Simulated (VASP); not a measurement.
Li2B, 3 atoms in the cell. It takes space group P6/mmm (No. 191, hexagonal). Conventional cell: a = 3.093 Å, b = 3.093 Å, c = 3.348 Å, α = 90.00°, β = 90.00°, γ = 120.00°. Within 2.4 Å of Li (site symmetry -6m2) lie 3 Li at 1.79 Å. Within 3.2 Å of B (site symmetry 6/mmm) lie 12 Li at 2.45 Å and 6 B at 3.09 Å. 

```yaml
Program: VASP 6.6.1
Task: relaxation of cell and atoms
Functional: PBE
Potentials_or_basis: VASP PAW PBE potentials, release 64 (Li_sv, B_h)
Cutoff: 910 eV
k_mesh: 6 × 6 × 6
Occupations: gaussian, width 0.1 eV
Spin: no spin polarisation
Dipole_correction: no
Second_run: hard_potentials
Further_INCAR_settings: ALGO = Normal; EDIFF = 1e-07; IBRION = 2; EDIFFG = -0.04; NSW = 90; ISIF = 3
```

Potentials or basis: VASP PAW PBE potentials, release 64 (Li_sv, B_h).

Command:

```sh
$ cat potpaw_PBE.64/Li_sv/POTCAR potpaw_PBE.64/B_h/POTCAR > POTCAR
$ mpirun -np 1 vasp_std > vasp.out
```

Hardware: 1 thread of Intel(R) Xeon(R) 6975P-C (Granite Rapids), with other jobs on the host.

Q: Estimate the wall time of this run.

A: Run time: 70 s on 1 thread of Intel(R) Xeon(R) 6975P-C (Granite Rapids) (shared host), peak memory 0.16 GiB. Counts: scf iterations 111, k points 28, ion steps 12.
